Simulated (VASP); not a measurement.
# In (I4/mmm) in VASP: single point with PBE+D3(BJ)

Aim: the single point of In with PBE+D3(BJ).

Everything below comes from runs of VASP 6.6.1. Logs are shortened: lines on timing, memory, paths and dates and some standing lists are left out, and cuts for length are marked.

## 1. The cell of the first run

Symmetry: I4/mmm, No. 139, tetragonal system. The conventional cell has a = 3.389 Å, b = 3.389 Å, c = 4.595 Å, α = 90.00°, β = 90.00°, γ = 90.00°. Within 4.4 Å of In (site symmetry 4/mmm) lie 12 In at 3.32 to 3.39 Å.

## 2. Single point, PBE+D3(BJ)

File INCAR:

```
SYSTEM = In
ALGO     = Normal         ! electronic algorithm
EDIFF    = 1E-6           ! SCF threshold, eV
ENCUT    = 500            ! plane-wave cutoff, eV
GGA      = PE             ! functional
GGA_COMPAT= .FALSE.      
ISIF     = 2              ! what is computed and relaxed
ISMEAR   = 0              ! smearing method
IVDW     = 12             ! dispersion correction
LASPH    = .TRUE.         ! aspherical terms in the spheres
LCHARG   = .TRUE.         ! write CHGCAR
LELF     = .TRUE.         ! ELF
LREAL    = .FALSE.        ! projectors in reciprocal space
LVHAR    = .TRUE.       
LWAVE    = .FALSE.        ! write WAVECAR
NBANDS   = 12             ! bands
NELM     = 120            ! most SCF steps
PREC     = Accurate       ! precision mode
SIGMA    = 0.1            ! smearing width, eV
```

File KPOINTS:

```
k-points
0
G
  8 8 8
  0 0 0
```

File POSCAR:

```
In
1.0
   -1.6947072674      1.6947072674      2.2973723912
    1.6947072674     -1.6947072674      2.2973723912
    1.6947072674      1.6947072674     -2.2973723912
In
1
Direct
    0.0000000000      0.0000000000      0.0000000000
```

Potentials or basis: VASP PAW PBE potentials, release 64 (In_d).

Command:

```bash
> cat potpaw_PBE.64/In_d/POTCAR > POTCAR
> mpirun -np 1 vasp_std > vasp.out
```

OUTCAR:

```text
SYSTEM = In
   EDIFF = 1E-6
   ENCUT = 500
   GGA = PE
   ISIF = 2
   ISMEAR = 0
   IVDW = 12
   LASPH = .TRUE.
   LREAL = .FALSE.
   NELM = 120
   PREC = Accurate
 IVDW          = 12

 ion  position               nearest neighbor table
   1  0.000  0.000  0.000-

  LATTYP: Found a body centered tetragonal cell.
 ALAT       =     3.3894145348
 C/A-ratio  =     1.3556160615

  Lattice vectors:

 A1 = (  -1.6947072674,   1.6947072674,   2.2973723912)
 A2 = (   1.6947072674,  -1.6947072674,   2.2973723912)
 A3 = (   1.6947072674,   1.6947072674,  -2.2973723912)

Analysis of symmetry for initial positions (statically):
=====================================================================
 Subroutine PRICEL returns:
 Original cell was already a primitive cell.

 Routine SETGRP: Setting up the symmetry group for a
 body centered tetragonal supercell.

 Subroutine GETGRP returns: Found 16 space group operations
 (whereof 16 operations were pure point group operations)
 out of a pool of 16 trial point group operations.

The static configuration has the point symmetry D_4h.

Analysis of symmetry for dynamics (positions and initial velocities):
=====================================================================
 Subroutine PRICEL returns:
 Original cell was already a primitive cell.

 Routine SETGRP: Setting up the symmetry group for a
 body centered tetragonal supercell.

 Subroutine GETGRP returns: Found 16 space group operations
 (whereof 16 operations were pure point group operations)
 out of a pool of 16 trial point group operations.

The dynamic configuration has the point symmetry D_4h.

 Subroutine INISYM returns: Found 16 space group operations
 (whereof 16 operations are pure point group operations),
 and found     1 'primitive' translations

----------------------------------------------------------------------------------------

                                     Primitive cell

  volume of cell :      26.3925

  direct lattice vectors                    reciprocal lattice vectors
    -1.694707267  1.694707267  2.297372391     0.000000000  0.295036205  0.217639945
     1.694707267 -1.694707267  2.297372391     0.295036205  0.000000000  0.217639945
     1.694707267  1.694707267 -2.297372391     0.295036205  0.295036205  0.000000000

  length of vectors
     3.319937552  3.319937552  3.319937552     0.366624477  0.366624477  0.417244202

  position of ions in fractional coordinates (direct lattice)
     0.000000000  0.000000000  0.000000000

  ion indices of the primitive-cell ions
   primitive index   ion index
                 1           1

----------------------------------------------------------------------------------------

 KPOINTS: k-points

Automatic generation of k-mesh.
 Grid dimensions read from file:
 generate k-points for:    8    8    8

 Generating k-lattice:

  Cartesian coordinates                     Fractional coordinates (reciprocal lattice)
     0.000000000  0.036879526  0.027204993     0.125000000 -0.000000000  0.000000000
     0.036879526  0.000000000  0.027204993    -0.000000000  0.125000000  0.000000000
     0.036879526  0.036879526  0.000000000     0.000000000  0.000000000  0.125000000

  Length of vectors
     0.045828060  0.045828060  0.052155525

  Shift w.r.t. Gamma in fractional coordinates (k-lattice)
     0.000000000  0.000000000  0.000000000

 Subroutine IBZKPT returns following result:
 ===========================================

 Found     59 irreducible k-points:

 Following reciprocal coordinates:
            Coordinates               Weight
  0.000000  0.000000  0.000000      1.000000
  0.125000  0.000000  0.000000      8.000000
  0.250000  0.000000  0.000000      8.000000
  0.375000  0.000000  0.000000      8.000000
  0.500000  0.000000  0.000000      4.000000
  0.125000  0.125000  0.000000      8.000000
[... 16 lines left out ...]
  0.250000  0.125000  0.125000     16.000000
  0.375000  0.125000  0.125000      8.000000
 [... further k-points ...]
   k-points           NKPTS =     59   k-points in BZ     NKDIM =     59   number of bands    NBANDS=     12
   number of dos      NEDOS =    301   number of ions     NIONS =      1
   total plane-waves  NPLWV =  13824
   dimension x,y,z NGX =    24 NGY =   24 NGZ =   24
   dimension x,y,z NGXF=    48 NGYF=   48 NGZF=   48
   ions per type =               1
   NGX,Y,Z   is equivalent  to a cutoff of  12.02, 12.02, 12.02 a.u.
   NGXF,Y,Z  is equivalent  to a cutoff of  24.04, 24.04, 24.04 a.u.
 SYSTEM =  In
   PREC   = accura    normal or accurate (medium, high low for compatibility)
   ISTART =      0    job   : 0-new  1-cont  2-samecut
   ICHARG =      2    charge: 1-file 2-atom 10-const
   ISPIN  =      1    spin polarized calculation?
   LNONCOLLINEAR =      F non collinear calculations
   LSORBIT =      F    spin-orbit coupling
   LASPH  =      T    aspherical Exc in radial PAW
   ENCUT  =  500.0 eV  36.75 Ry    6.06 a.u.   6.05  6.05  6.05*2*pi/ulx,y,z
   NELM   =    120;   NELMIN=  2; NELMDL= -5     # of ELM steps
   EDIFF  = 0.1E-05   stopping-criterion for ELM
   LREAL  =      F    real-space projection
   EDIFFG = 0.1E-04   stopping-criterion for IOM
   NSW    =      0    number of steps for IOM
   IBRION =     -1    ionic relax: 0-MD 1-quasi-New 2-CG
   NFREE  =      0    steps in history (QN), initial steepest desc. (CG)
   ISIF   =      2    stress and relaxation
   ISYM   =      2    0-nonsym 1-usesym 2-fastsym
   POTIM  = 0.5000    time-step for ionic-motion
   TEBEG  =    0.0;   TEEND  =   0.0 temperature during run
   PSTRESS=    0.0 pullay stress
   NELECT =      13.0000    total number of electrons
   NUPDOWN=      -1.0000    fix difference up-down
   EMIN   =  10.00;   EMAX   =-10.00  energy-range for DOS
   EFERMI =   0.00;   METHOD = LEGACY
   ISMEAR =     0;   SIGMA  =   0.10  broadening in eV -4-tet -1-fermi 0-gaus
   EFERMI_NEDOS =   21; number of points for ismear=-14 and -15
   IALGO  =     38    algorithm
   IMIX   =      4    mixing-type and parameters
     AMIX     =   0.40;   BMIX     =  1.00
     AMIX_MAG =   1.60;   BMIX_MAG =  1.00
  volume/ion in A,a.u.               =      26.39       178.11
  Fermi-wavevector in a.u.,A,eV,Ry     =   1.292892  2.443212 22.743098  1.671571
  Thomas-Fermi vector in A             =   2.424572
   LORBIT       =      0    0 simple, 1 ext, 2 COOP (PROOUT), +10 PAW based schemes
   GGA     = PE    functional components
   LHFCALC =     F    Hartree Fock is set to
   AEXX    =    0.0000 exact exchange contribution
   IVDW    =    12    specifies the selected vdW correction
   LEPSILON=     F    determine dielectric tensor
   LRPA    =     F    only Hartree local field effects (RPA)
 non-spin polarized calculation
 Gauss-broadening in eV      SIGMA  =   0.10
  energy-cutoff  :      500.00
  volume of cell :       26.39
 maximum number of plane-waves:       682
   NGX = 13   NGY = 13   NGZ = 13

 number of electron      12.9999997 magnetization

 Free energy of the ion-electron system (eV)
  ---------------------------------------------------
  ext. energy  EPLUGINS =         0.00000000
  ---------------------------------------------------
  free energy    TOTEN  =        -2.53623996 eV

  energy without entropy =       -2.53182196  energy(sigma->0) =       -2.53403096

 E-fermi :   7.5052     XC(G=0): -10.2122

 val. band max:        7.4871962658   @ k =  -0.2500  -0.3750   0.1250
 cond. band min:       7.5086456463   @ k =  -0.3750  -0.3750   0.1250
 fundamental gap:      0.0214493805
 Fermi energy:         7.5051998056

 k-point     1 :       0.0000    0.0000    0.0000
  band No.  band energies     occupation
      1      -7.2220      2.00000
      2      -7.2220      2.00000
      3      -7.1665      2.00000
      4      -7.0627      2.00000
      5      -7.0118      2.00000
      6      -2.0601      2.00000
      7      17.8530      0.00000
      8      17.9670      0.00000
      9      17.9670      0.00000
     10      18.9441      0.00000
     11      21.3316      0.00000
     12      21.3499      0.00000

 k-point     2 :       0.1250    0.0000    0.0000
  band No.  band energies     occupation
      1      -7.2170      2.00000
      2      -7.1987      2.00000
      3      -7.1536      2.00000
      4      -7.0588      2.00000
      5      -7.0163      2.00000
      6      -1.7190      2.00000
      7      14.7423      0.00000
      8      17.3439      0.00000
      9      17.4458      0.00000
     10      18.7038      0.00000
     11      22.1914      0.00000
     12      22.3268      0.00000

 k-point     3 :       0.2500    0.0000    0.0000
  band No.  band energies     occupation
      1      -7.2284      2.00000
      2      -7.1856      2.00000
      3      -7.1396      2.00000
      4      -7.0048      2.00000
      5      -6.9930      2.00000
      6      -0.6789      2.00000
      7      10.5381      0.00000
      8      16.3704      0.00000
      9      16.7397      0.00000
     10      18.5856      0.00000
     11      21.0185      0.00000
     12      21.0202      0.00000
[... 286 lines left out ...]
 k-point    23 :       0.2500    0.1250    0.1250
  band No.  band energies     occupation
      1      -7.2422      2.00000
      2      -7.1980      2.00000
      3      -7.0750      2.00000
      4      -6.9904      2.00000
      5      -6.9180      2.00000
      6       1.9567      2.00000
      7       7.6278      0.08289
      8      10.9724      0.00000
      9      12.9912      0.00000
     10      18.8404      0.00000
     11      21.3853      0.00000
     12      22.9324      0.00000

 k-point    24 :       0.3750    0.1250    0.1250
  band No.  band energies     occupation
      1      -7.2309      2.00000
      2      -7.2029      2.00000
      3      -7.0654      2.00000
      4      -6.9931      2.00000
      5      -6.9054      2.00000
      6       3.8629      2.00000
      7       5.0914      2.00000
      8      10.9918      0.00000
      9      12.2866      0.00000
     10      18.8285      0.00000
     11      21.3015      0.00000
     12      25.1169      0.00000

 [... further k-points ...]

------------------------ aborting loop because EDIFF is reached ----------------------------------------

 Edisp (eV)   -0.33513

 E8    (eV) :    -0.1673

  FORCE on cell =-STRESS in cart. coord.  units (eV):
  Direction    XX          YY          ZZ          XY          YZ          ZX
  --------------------------------------------------------------------------------------
  -------------------------------------------------------------------------------------
  Total       0.07816     0.07816    -0.37764     0.00000     0.00000     0.00000
  in kB       4.74495     4.74495   -22.92476     0.00000     0.00000     0.00000
  external pressure =       -4.48 kB  Pullay stress =        0.00 kB

 VOLUME and BASIS-vectors are now :
 -----------------------------------------------------------------------------
  energy-cutoff  :      500.00
  volume of cell :       26.39
      direct lattice vectors                 reciprocal lattice vectors
    -1.694707267  1.694707267  2.297372391     0.000000000  0.295036205  0.217639945
     1.694707267 -1.694707267  2.297372391     0.295036205  0.000000000  0.217639945
     1.694707267  1.694707267 -2.297372391     0.295036205  0.295036205  0.000000000

 POSITION                                       TOTAL-FORCE (eV/Angst)
 -----------------------------------------------------------------------------------
      0.00000      0.00000      0.00000        -0.000000      0.000000     -0.000000
 -----------------------------------------------------------------------------------
    total drift:                               -0.000000      0.000000      0.000000

  FREE ENERGIE OF THE ION-ELECTRON SYSTEM (eV)
  ---------------------------------------------------
  free  energy   TOTEN  =        -2.8713697675 eV

  energy  without entropy=       -2.8669517669  energy(sigma->0) =       -2.86916077
```

Wall time 14 s (1 thread of AMD EPYC 7R43 (Zen 3), shared host); peak memory 0.12 GiB.

What came out:

| Quantity | Value |
| --- | --- |
| Free energy | -2.8714 eV |
| Pressure | -0.4 GPa |
| Band gap on the k mesh | zero (an odd number of electrons rules out a gap without spin polarisation) |
| Dispersion energy per atom | -0.335 eV |

Stress tensor (GPa, compression positive):
```
 0.47  0.00  0.00
 0.00  0.47  0.00
 0.00  0.00 -2.29
```

Caveat: spin-orbit coupling is left out, which moves the levels of the heavy elements.

The gap in the log of VASP goes by the Fermi energy; the results here count the filled bands.